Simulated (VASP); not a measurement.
# TePb (l) (Fm-3m) in VASP: notebook

TePb (l) is run at these levels: LDA; tasks: single point.

Everything below comes from runs of VASP 6.6.1. Logs are shortened: lines on timing, memory, paths and dates and some standing lists are left out, and cuts for length are marked.

## Step 1: The cell of the first run

The structure is cubic, space group Fm-3m (No. 225). Conventional cell: a = 6.542 Å, b = 6.542 Å, c = 6.542 Å, α = 90.00°, β = 90.00°, γ = 90.00°. Te (site symmetry m-3m) has 6 Pb at 3.27 Å within 4.3 Å. Within 4.3 Å of Pb (site symmetry m-3m) lie 6 Te at 3.27 Å.

## Step 2: Single point, LDA

Input file INCAR:

```
  PREC = Accurate
  ENCUT = 500
  EDIFF = 1E-6
  ISMEAR = 0
  SIGMA = 0.1
  LREAL = False
  LASPH = True
  NELM = 120
  ALGO = Normal
  ISIF = 2
  LWAVE = False
  LCHARG = False
  GGA = CA
  NBANDS = 17
  GGA_COMPAT = False
```

Input file KPOINTS:

```
Automatic mesh
0
Gamma
  6 6 6
```

Input file POSCAR:

```
TePb
1.0
    0.0000000000      3.2708968100      3.2708968100
    3.2708968100      0.0000000000      3.2708968100
    3.2708968100      3.2708968100      0.0000000000
Te Pb
1 1
Direct
    0.0000000000      0.0000000000      0.0000000000
    0.5000000000      0.5000000000      0.5000000000
```

Potentials or basis: VASP PAW LDA potentials, release 64 (Te, Pb_d).

Command:

```console
$ cat potpaw_LDA.64/Te/POTCAR potpaw_LDA.64/Pb_d/POTCAR > POTCAR
$ mpirun -np 1 vasp_std > vasp.out
```

OUTCAR:

```text
PREC = Accurate
   ENCUT = 500
   EDIFF = 1E-6
   ISMEAR = 0
   LREAL = False
   LASPH = True
   NELM = 120
   ISIF = 2
   GGA = CA

 ion  position               nearest neighbor table
   1  0.000  0.000  0.000-   2 3.27   2 3.27   2 3.27   2 3.27   2 3.27   2 3.27
   2  0.500  0.500  0.500-   1 3.27   1 3.27   1 3.27   1 3.27   1 3.27   1 3.27

  LATTYP: Found a face centered cubic cell.
 ALAT       =     6.5417936200

  Lattice vectors:

 A1 = (   0.0000000000,   3.2708968100,   3.2708968100)
 A2 = (   3.2708968100,   0.0000000000,   3.2708968100)
 A3 = (   3.2708968100,   3.2708968100,   0.0000000000)

Analysis of symmetry for initial positions (statically):
=====================================================================
 Subroutine PRICEL returns:
 Original cell was already a primitive cell.

 Routine SETGRP: Setting up the symmetry group for a
 face centered cubic supercell.

 Subroutine GETGRP returns: Found 48 space group operations
 (whereof 48 operations were pure point group operations)
 out of a pool of 48 trial point group operations.

The static configuration has the point symmetry O_h .

Analysis of symmetry for dynamics (positions and initial velocities):
=====================================================================
 Subroutine PRICEL returns:
 Original cell was already a primitive cell.

 Routine SETGRP: Setting up the symmetry group for a
 face centered cubic supercell.

 Subroutine GETGRP returns: Found 48 space group operations
 (whereof 48 operations were pure point group operations)
 out of a pool of 48 trial point group operations.

The dynamic configuration has the point symmetry O_h .

 Subroutine INISYM returns: Found 48 space group operations
 (whereof 48 operations are pure point group operations),
 and found     1 'primitive' translations

----------------------------------------------------------------------------------------

                                     Primitive cell

  volume of cell :      69.9891

  direct lattice vectors                    reciprocal lattice vectors
     0.000000000  3.270896810  3.270896810    -0.152863275  0.152863275  0.152863275
     3.270896810  0.000000000  3.270896810     0.152863275 -0.152863275  0.152863275
     3.270896810  3.270896810  0.000000000     0.152863275  0.152863275 -0.152863275

  length of vectors
     4.625746630  4.625746630  4.625746630     0.264766960  0.264766960  0.264766960

  position of ions in fractional coordinates (direct lattice)
     0.000000000  0.000000000  0.000000000
     0.500000000  0.500000000  0.500000000

[... 68 lines left out ...]
   LREAL  =      F    real-space projection
   EDIFFG = 0.1E-04   stopping-criterion for IOM
   NSW    =      0    number of steps for IOM
   IBRION =     -1    ionic relax: 0-MD 1-quasi-New 2-CG
   NFREE  =      0    steps in history (QN), initial steepest desc. (CG)
   ISIF   =      2    stress and relaxation
   ISYM   =      2    0-nonsym 1-usesym 2-fastsym
   POTIM  = 0.5000    time-step for ionic-motion
   TEBEG  =    0.0;   TEEND  =   0.0 temperature during run
   PSTRESS=    0.0 pullay stress
   NELECT =      20.0000    total number of electrons
   NUPDOWN=      -1.0000    fix difference up-down
   EMIN   =  10.00;   EMAX   =-10.00  energy-range for DOS
   EFERMI =   0.00;   METHOD = LEGACY
   ISMEAR =     0;   SIGMA  =   0.10  broadening in eV -4-tet -1-fermi 0-gaus
   EFERMI_NEDOS =   21; number of points for ismear=-14 and -15
   IALGO  =     38    algorithm
   IMIX   =      4    mixing-type and parameters
     AMIX     =   0.40;   BMIX     =  1.00
     AMIX_MAG =   1.60;   BMIX_MAG =  1.00
  volume/ion in A,a.u.               =      34.99       236.15
  Fermi-wavevector in a.u.,A,eV,Ry     =   1.078304  2.037700 15.820039  1.162740
  Thomas-Fermi vector in A             =   2.214239
   LORBIT       =      0    0 simple, 1 ext, 2 COOP (PROOUT), +10 PAW based schemes
   GGA     = CA    functional components
   LHFCALC =     F    Hartree Fock is set to
   AEXX    =    0.0000 exact exchange contribution
   IVDW    =     0    specifies the selected vdW correction
   LEPSILON=     F    determine dielectric tensor
   LRPA    =     F    only Hartree local field effects (RPA)
 non-spin polarized calculation
 Gauss-broadening in eV      SIGMA  =   0.10
  energy-cutoff  :      500.00
  volume of cell :       69.99
 maximum number of plane-waves:      1807
 NGX is ok and might be reduce to    36
   NGX = 17   NGY = 17   NGZ = 17

 number of electron      20.0000001 magnetization

 Free energy of the ion-electron system (eV)
  ---------------------------------------------------
  ext. energy  EPLUGINS =         0.00000000
  ---------------------------------------------------
  free energy    TOTEN  =        -8.72710781 eV

  energy without entropy =       -8.72710780  energy(sigma->0) =       -8.72710780

 E-fermi :   5.2881     XC(G=0):  -9.4148

 val. band max:        4.9349269339   @ k =   0.5000   0.0000   0.0000
 cond. band min:       5.6412415264   @ k =   0.5000   0.0000   0.0000
 fundamental gap:      0.7063145924
 Fermi energy:         5.2880941523

 k-point     1 :       0.0000    0.0000    0.0000
  band No.  band energies     occupation
      1     -11.6677      2.00000
      2     -11.6677      2.00000
      3     -11.6567      2.00000
      4     -11.6567      2.00000
      5     -11.6567      2.00000
      6      -6.8140      2.00000
[... 297 lines left out ...]
      4     -11.6421      2.00000
      5     -11.6339      2.00000
      6      -5.1576      2.00000
[... 9 lines left out ...]
     16      15.4935      0.00000
     17      16.2969      0.00000

------------------------ aborting loop because EDIFF is reached ----------------------------------------

  FORCE on cell =-STRESS in cart. coord.  units (eV):
  Direction    XX          YY          ZZ          XY          YZ          ZX
  --------------------------------------------------------------------------------------
  -------------------------------------------------------------------------------------
  Total       -1.3270400     -1.3270400     -1.3270400     -0.0000000     -0.0000000     -0.0000000
  in kB      -30.3783425    -30.3783425    -30.3783425     -0.0000000     -0.0000000     -0.0000000
  external PRESSURE =     -30.3783425 kB  Pullay stress =       0.0000000 kB

 VOLUME and BASIS-vectors are now :
 -----------------------------------------------------------------------------
  energy-cutoff  :      500.00
  volume of cell :       69.99
      direct lattice vectors                 reciprocal lattice vectors
     0.000000000  3.270896810  3.270896810    -0.152863275  0.152863275  0.152863275
     3.270896810  0.000000000  3.270896810     0.152863275 -0.152863275  0.152863275
     3.270896810  3.270896810  0.000000000     0.152863275  0.152863275 -0.152863275

 POSITION                                       TOTAL-FORCE (eV/Angst)
 -----------------------------------------------------------------------------------
      0.00000      0.00000      0.00000         0.000000      0.000000      0.000000
      3.27090      3.27090      3.27090        -0.000000     -0.000000     -0.000000
 -----------------------------------------------------------------------------------
    total drift:                                0.000000      0.000000      0.000000

  FREE ENERGIE OF THE ION-ELECTRON SYSTEM (eV)
  ---------------------------------------------------
  free  energy   TOTEN  =        -8.7271078067 eV

  energy  without entropy=       -8.7271077987  energy(sigma->0) =       -8.72710780
```

Run time: 15 s. Hardware: 1 thread of Intel Xeon Platinum 8259CL at 2.50GHz (Skylake/Cascade Lake), shared host; peak memory 0.18 GiB.

What came out:

```yaml
Free_energy: -8.7271 eV
Pressure: -3.0 GPa
Band_gap_on_the_k_mesh: 0.71 eV, direct
```

Levels at points of the mesh, in eV from the valence-band top:
| k point | band 6 | band 7 | band 8 | band 9 | band 10 | band 11 | band 12 | band 13 | band 14 | band 15 |
| --- | --- | --- | --- | --- | --- | --- | --- | --- | --- | --- |
| (0.00, 0.00, 0.00) | -11.75 | -5.76 | -1.20 | -1.20 | -1.20 | 3.95 | 3.95 | 3.95 | 5.87 | 5.87 |
| (0.50, 0.00, 0.00) | -10.41 | -8.44 | -0.75 | -0.75 | 0.00 | 0.71 | 1.30 | 1.30 | 8.25 | 9.10 |
| (0.50, 0.50, 0.00) | -10.20 | -7.29 | -4.23 | -2.59 | -2.59 | 3.41 | 5.26 | 5.26 | 6.40 | 10.02 |

Caveat: spin-orbit coupling is left out, which moves the levels of the heavy elements.

## Step 3: Single point, LDA

This run uses another cell than the first one, of 32.47 Å³/atom, 0.928 times its volume.

Input file INCAR:

```
PREC = Accurate
ENCUT = 500
EDIFF = 1E-6
ISMEAR = 0
SIGMA = 0.02
LREAL = False
LASPH = True
NELM = 120
ALGO = Normal
ISIF = 2
LWAVE = False
LCHARG = False
NBANDS = 17
GGA_COMPAT = False
```

Input file KPOINTS:

```
regular mesh
0
Gamma
  8 8 8
```

Input file POSCAR:

```
TePb
1.0
    0.0000000000      3.1904240910      3.1904240910
    3.1904240910      0.0000000000      3.1904240910
    3.1904240910      3.1904240910      0.0000000000
Te Pb
1 1
Direct
    0.0000000000      0.0000000000      0.0000000000
    0.5000000000      0.5000000000      0.5000000000
```

Potentials or basis: VASP PAW LDA potentials, release 64 (Te, Pb_d).

Command:

```console
$ cat potpaw_LDA.64/Te/POTCAR potpaw_LDA.64/Pb_d/POTCAR > POTCAR
$ mpirun -np 1 vasp_std > vasp.out
```

OUTCAR:

```text
PREC = Accurate
   ENCUT = 500
   EDIFF = 1E-6
   ISMEAR = 0
   LREAL = False
   LASPH = True
   NELM = 120
   ISIF = 2

 ion  position               nearest neighbor table
   1  0.000  0.000  0.000-   2 3.19   2 3.19   2 3.19   2 3.19   2 3.19   2 3.19
   2  0.500  0.500  0.500-   1 3.19   1 3.19   1 3.19   1 3.19   1 3.19   1 3.19

  LATTYP: Found a face centered cubic cell.
 ALAT       =     6.3808481820

  Lattice vectors:

 A1 = (   0.0000000000,   3.1904240910,   3.1904240910)
 A2 = (   3.1904240910,   0.0000000000,   3.1904240910)
[... 191 lines left out ...]
      6      -6.4586      2.00000
[... 457 lines left out ...]
      4     -10.7897      2.00000
      5     -10.7798      2.00000
      6      -4.7053      2.00000
[... 9 lines left out ...]
     16      15.7017      0.00000
     17      16.0031      0.00000

 [... further k-points ...]
[... 5 lines left out ...]
  --------------------------------------------------------------------------------------
  -------------------------------------------------------------------------------------
  Total        0.0270113      0.0270113      0.0270113     -0.0000000      0.0000000     -0.0000000
  in kB        0.6663179      0.6663179      0.6663179     -0.0000000      0.0000000     -0.0000000
  external PRESSURE =       0.6663179 kB  Pullay stress =       0.0000000 kB

 VOLUME and BASIS-vectors are now :
 -----------------------------------------------------------------------------
  energy-cutoff  :      500.00
  volume of cell :       64.95
      direct lattice vectors                 reciprocal lattice vectors
     0.000000000  3.190424091  3.190424091    -0.156718977  0.156718977  0.156718977
     3.190424091  0.000000000  3.190424091     0.156718977 -0.156718977  0.156718977
     3.190424091  3.190424091  0.000000000     0.156718977  0.156718977 -0.156718977

 POSITION                                       TOTAL-FORCE (eV/Angst)
 -----------------------------------------------------------------------------------
      0.00000      0.00000      0.00000        -0.000000      0.000000      0.000000
      3.19042      3.19042      3.19042         0.000000     -0.000000     -0.000000
 -----------------------------------------------------------------------------------
    total drift:                                0.000000      0.000000      0.000000

  FREE ENERGIE OF THE ION-ELECTRON SYSTEM (eV)
  ---------------------------------------------------
  free  energy   TOTEN  =        -8.7747321213 eV

  energy  without entropy=       -8.7747321213  energy(sigma->0) =       -8.77473212
```

Wall time 23 s (1 thread of Intel Xeon Platinum 8259CL at 2.50GHz (Skylake/Cascade Lake), shared host); peak memory 0.18 GiB.

Results:

```
Free energy            : -8.7747 eV
Pressure               : 0.1 GPa
Band gap on the k mesh : 0.55 eV, direct
```

Levels at points of the mesh, in eV from the valence-band top:
| k point | band 6 | band 7 | band 8 | band 9 | band 10 | band 11 | band 12 | band 13 | band 14 | band 15 |
| --- | --- | --- | --- | --- | --- | --- | --- | --- | --- | --- |
| (0.00, 0.00, 0.00) | -12.39 | -5.58 | -1.50 | -1.50 | -1.50 | 4.02 | 4.02 | 4.02 | 5.69 | 5.69 |
| (0.50, 0.00, 0.00) | -10.85 | -8.85 | -1.00 | -1.00 | 0.00 | 0.55 | 1.10 | 1.10 | 8.33 | 9.20 |
| (0.50, 0.50, 0.00) | -10.56 | -7.42 | -4.83 | -3.04 | -3.04 | 3.08 | 5.52 | 5.52 | 6.82 | 10.17 |

Caveat: spin-orbit coupling is left out, which moves the levels of the heavy elements. A k mesh can miss the band edges.
